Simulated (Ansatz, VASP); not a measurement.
**Two plane-wave programs on Si2W**

```
W Si
1.0
    -1.60690    1.60690    3.91495
     1.60690   -1.60690    3.91495
     1.60690    1.60690   -3.91495
W Si
1 2
Direct
  0.00000 0.00000 0.00000
  0.66530 0.66530 0.00000
  0.33470 0.33470 0.00000
```

Alike in both runs: task relaxation of cell and atoms; functional RPBE; dispersion D4; k mesh 12 × 12 × 12; occupations fermi-dirac, width 0.05 eV; no spin polarisation.

|  | VASP | Ansatz |
| --- | --- | --- |
| version | VASP 6.6.1 | Ansatz 0.2.0 |
| potentials or method | VASP PAW PBE potentials, release 64 (W_sv, Si) | Ansatz PAW |
| plane-wave cutoff (eV) | 600 | 420 |
| valence electrons in the cell | 22 | 22 |

Ansatz gave:

- relaxed volume (Å³/atom): 13.12
- relaxed cell length with the largest relative difference (Å): 4.494

Problem. What did VASP give for the same quantities?

Solution. Relaxed volume (Å³/atom): 13.11; relaxed cell length with the largest relative difference (Å): 4.492.

VASP's potentials were made for PBE, not for RPBE.

Neither program's run includes spin-orbit coupling. Noted on Ansatz's run: the plane-wave basis is chosen anew once the cell has moved, so the energies of steps on either side of that aren't comparable.
